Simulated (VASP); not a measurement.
# CdTe (F-43m) in VASP: notebook

Runs on CdTe. Level: PBE. Tasks: single point.

Program: VASP 6.6.1. These are calculated values, not measurements. Logs are shortened: lines on timing, memory, paths and dates and some standing lists are left out, and cuts for length are marked.

**1. The cell of the first run**

It takes space group F-43m (No. 216, cubic). The conventional cell has a = 6.684 Å, b = 6.684 Å, c = 6.684 Å, α = 90.00°, β = 90.00°, γ = 90.00°. Cd (site symmetry -43m) has 4 Te at 2.89 Å within 3.8 Å. Within 3.8 Å of Te (site symmetry -43m) lie 4 Cd at 2.89 Å.

**2. Single point, PBE (volume changed by +3%)**

INCAR reads:

```
  ALGO = Normal
  EDIFF = 1E-6
  ENCUT = 520
  GGA = PE
  ISIF = 2
  ISMEAR = 0
  LASPH = True
  LCHARG = True
  LELF = True
  LREAL = False
  LVHAR = True
  LWAVE = False
  NBANDS = 16
  NELM = 60
  PREC = Accurate
  SIGMA = 0.01
```

KPOINTS reads:

```
k-points
0
Gamma
  6 6 6
```

POSCAR reads:

```
CdTe
1.0
    0.0000000000      3.3418250632      3.3418250632
    3.3418250632      0.0000000000      3.3418250632
    3.3418250632      3.3418250632      0.0000000000
Cd Te
1 1
Direct
    0.0000000000      0.0000000000      0.0000000000
    0.2500000000      0.2500000000      0.2500000000
```

Potentials or basis: VASP PAW PBE potentials, release 64 (Cd, Te).

On the command line:

```bash
cat potpaw_PBE.64/Cd/POTCAR potpaw_PBE.64/Te/POTCAR > POTCAR
mpirun -np 1 vasp_std > vasp.out
```

OUTCAR:

```text
EDIFF = 1E-6
   ENCUT = 520
   GGA = PE
   ISIF = 2
   ISMEAR = 0
   LASPH = True
   LREAL = False
   NELM = 60
   PREC = Accurate

 ion  position               nearest neighbor table
   1  0.000  0.000  0.000-   2 2.89   2 2.89   2 2.89   2 2.89
   2  0.250  0.250  0.250-   1 2.89   1 2.89   1 2.89   1 2.89

  LATTYP: Found a face centered cubic cell.
 ALAT       =     6.6836501264

  Lattice vectors:

 A1 = (   0.0000000000,   3.3418250632,   3.3418250632)
 A2 = (   3.3418250632,   0.0000000000,   3.3418250632)
 A3 = (   3.3418250632,   3.3418250632,   0.0000000000)

Analysis of symmetry for initial positions (statically):
=====================================================================
 Subroutine PRICEL returns:
 Original cell was already a primitive cell.

 Routine SETGRP: Setting up the symmetry group for a
 face centered cubic supercell.

 Subroutine GETGRP returns: Found 24 space group operations
 (whereof 24 operations were pure point group operations)
 out of a pool of 48 trial point group operations.

The static configuration has the point symmetry T_d .

Analysis of symmetry for dynamics (positions and initial velocities):
=====================================================================
 Subroutine PRICEL returns:
 Original cell was already a primitive cell.

 Routine SETGRP: Setting up the symmetry group for a
 face centered cubic supercell.

 Subroutine GETGRP returns: Found 24 space group operations
 (whereof 24 operations were pure point group operations)
 out of a pool of 48 trial point group operations.

The dynamic configuration has the point symmetry T_d .

 Subroutine INISYM returns: Found 24 space group operations
 (whereof 24 operations are pure point group operations),
 and found     1 'primitive' translations

----------------------------------------------------------------------------------------

                                     Primitive cell

  volume of cell :      74.6416

  direct lattice vectors                    reciprocal lattice vectors
     0.000000000  3.341825063  3.341825063    -0.149618843  0.149618843  0.149618843
     3.341825063  0.000000000  3.341825063     0.149618843 -0.149618843  0.149618843
     3.341825063  3.341825063  0.000000000     0.149618843  0.149618843 -0.149618843

  length of vectors
     4.726054327  4.726054327  4.726054327     0.259147438  0.259147438  0.259147438

  position of ions in fractional coordinates (direct lattice)
     0.000000000  0.000000000  0.000000000
[... 68 lines left out ...]
   NELM   =     60;   NELMIN=  2; NELMDL= -5     # of ELM steps
   EDIFF  = 0.1E-05   stopping-criterion for ELM
   LREAL  =      F    real-space projection
   EDIFFG = 0.1E-04   stopping-criterion for IOM
   NSW    =      0    number of steps for IOM
   IBRION =     -1    ionic relax: 0-MD 1-quasi-New 2-CG
   NFREE  =      0    steps in history (QN), initial steepest desc. (CG)
   ISIF   =      2    stress and relaxation
   ISYM   =      2    0-nonsym 1-usesym 2-fastsym
   POTIM  = 0.5000    time-step for ionic-motion
   TEBEG  =    0.0;   TEEND  =   0.0 temperature during run
   PSTRESS=    0.0 pullay stress
   NELECT =      18.0000    total number of electrons
   NUPDOWN=      -1.0000    fix difference up-down
   EMIN   =  10.00;   EMAX   =-10.00  energy-range for DOS
   EFERMI =   0.00;   METHOD = LEGACY
   ISMEAR =     0;   SIGMA  =   0.01  broadening in eV -4-tet -1-fermi 0-gaus
   EFERMI_NEDOS =   21; number of points for ismear=-14 and -15
   IALGO  =     38    algorithm
   IMIX   =      4    mixing-type and parameters
     AMIX     =   0.40;   BMIX     =  1.00
     AMIX_MAG =   1.60;   BMIX_MAG =  1.00
  volume/ion in A,a.u.               =      37.32       251.85
  Fermi-wavevector in a.u.,A,eV,Ry     =   1.018995  1.925621 14.127614  1.038350
  Thomas-Fermi vector in A             =   2.152484
   LORBIT       =      0    0 simple, 1 ext, 2 COOP (PROOUT), +10 PAW based schemes
   GGA     = PE    functional components
   LHFCALC =     F    Hartree Fock is set to
   AEXX    =    0.0000 exact exchange contribution
   IVDW    =     0    specifies the selected vdW correction
   LEPSILON=     F    determine dielectric tensor
   LRPA    =     F    only Hartree local field effects (RPA)
 non-spin polarized calculation
 Gauss-broadening in eV      SIGMA  =   0.01
  energy-cutoff  :      520.00
  volume of cell :       74.64
 maximum number of plane-waves:      2044
   NGX = 17   NGY = 17   NGZ = 17

 number of electron      17.9999999 magnetization

 Free energy of the ion-electron system (eV)
  ---------------------------------------------------
  ext. energy  EPLUGINS =         0.00000000
  ---------------------------------------------------
  free energy    TOTEN  =        -4.80182216 eV

  energy without entropy =       -4.80182216  energy(sigma->0) =       -4.80182216

 E-fermi :   1.6662     XC(G=0):  -8.1804

 val. band max:        1.5577292277   @ k =   0.0000   0.0000   0.0000
 cond. band min:       2.0524420995   @ k =   0.0000   0.0000   0.0000
 fundamental gap:      0.4947128719
 Fermi energy:         1.6662293961

 k-point     1 :       0.0000    0.0000    0.0000
  band No.  band energies     occupation
      1      -9.1303      2.00000
      2      -6.4580      2.00000
      3      -6.4580      2.00000
      4      -6.4580      2.00000
      5      -6.2601      2.00000
      6      -6.2601      2.00000
[... 281 lines left out ...]
      3      -6.3554      2.00000
      4      -6.2942      2.00000
      5      -6.2493      2.00000
      6      -5.8232      2.00000
[... 8 lines left out ...]
     15      12.2442      0.00000
     16      12.5975      0.00000

------------------------ aborting loop because EDIFF is reached ----------------------------------------

  FORCE on cell =-STRESS in cart. coord.  units (eV):
  Direction    XX          YY          ZZ          XY          YZ          ZX
  --------------------------------------------------------------------------------------
  -------------------------------------------------------------------------------------
  Total       -0.3972327     -0.3972327     -0.3972327     -0.0000000      0.0000000     -0.0000000
  in kB       -8.5265726     -8.5265726     -8.5265726     -0.0000000      0.0000000     -0.0000000
  external PRESSURE =      -8.5265726 kB  Pullay stress =       0.0000000 kB

 VOLUME and BASIS-vectors are now :
 -----------------------------------------------------------------------------
  energy-cutoff  :      520.00
  volume of cell :       74.64
      direct lattice vectors                 reciprocal lattice vectors
     0.000000000  3.341825063  3.341825063    -0.149618843  0.149618843  0.149618843
     3.341825063  0.000000000  3.341825063     0.149618843 -0.149618843  0.149618843
     3.341825063  3.341825063  0.000000000     0.149618843  0.149618843 -0.149618843

 POSITION                                       TOTAL-FORCE (eV/Angst)
 -----------------------------------------------------------------------------------
      0.00000      0.00000      0.00000         0.000000      0.000000     -0.000000
      1.67091      1.67091      1.67091        -0.000000      0.000000      0.000000
 -----------------------------------------------------------------------------------
    total drift:                               -0.000000     -0.000000     -0.000000

  FREE ENERGIE OF THE ION-ELECTRON SYSTEM (eV)
  ---------------------------------------------------
  free  energy   TOTEN  =        -4.8018221566 eV

  energy  without entropy=       -4.8018221566  energy(sigma->0) =       -4.80182216
```

Wall time 17 s (1 thread of Intel Xeon Platinum 8488C (Sapphire Rapids), shared host); peak memory 0.21 GiB.

Results:

| Property | Result |
| --- | --- |
| Free energy | -4.8018 eV |
| Pressure | -0.9 GPa |
| Band gap on the k mesh | 0.49 eV, direct |

Caveat: spin-orbit coupling is left out, which moves the levels of the heavy elements.

**3. Single point, PBE (volume changed by +6%)**

INCAR reads:

```
SYSTEM = CdTe
PREC     = Accurate       ! precision mode
ENCUT    = 520            ! plane-wave cutoff, eV
EDIFF    = 1E-6           ! SCF threshold, eV
ISMEAR   = 0              ! smearing method
SIGMA    = 0.01           ! smearing width, eV
LREAL    = .FALSE.        ! projectors in reciprocal space
LASPH    = .TRUE.         ! aspherical terms in the spheres
NELM     = 60             ! most SCF steps
ALGO     = Normal         ! electronic algorithm
ISIF     = 2              ! what is computed and relaxed
LWAVE    = .FALSE.        ! write WAVECAR
LCHARG   = .FALSE.        ! write CHGCAR
GGA      = PE             ! functional
NBANDS   = 16             ! bands
```

KPOINTS reads:

```
regular mesh
0
G
  6 6 6
  0 0 0
```

POSCAR reads:

```
CdTe
1.0
    0.0000000000      3.3739599679      3.3739599679
    3.3739599679      0.0000000000      3.3739599679
    3.3739599679      3.3739599679      0.0000000000
Cd Te
1 1
Direct
    0.0000000000      0.0000000000      0.0000000000
    0.2500000000      0.2500000000      0.2500000000
```

Potentials or basis: VASP PAW PBE potentials, release 64 (Cd, Te).

On the command line:

```bash
cat potpaw_PBE.64/Cd/POTCAR potpaw_PBE.64/Te/POTCAR > POTCAR
mpirun -np 1 vasp_std > vasp.out
```

It took 14 s on 1 thread of Intel Xeon Platinum 8488C (Sapphire Rapids), shared host; peak memory 0.21 GiB.

It converged, with:

* Free energy: -4.7844 eV
* Pressure: -1.7 GPa
* Band gap on the k mesh: 0.41 eV, direct

Levels at points of the mesh, in eV from the valence-band top:
```tsv
k point	band 6	band 7	band 8	band 9	band 10	band 11	band 12	band 13
(0.00, 0.00, 0.00)	-7.77	0.00	0.00	0.00	0.41	4.66	4.66	4.66
(0.50, 0.00, 0.00)	-7.50	-3.79	-0.61	-0.61	1.69	5.21	5.21	6.89
(0.50, 0.50, 0.00)	-7.40	-3.76	-1.49	-1.49	2.64	2.85	8.23	8.52
```

Caveat: spin-orbit coupling is left out, which moves the levels of the heavy elements.
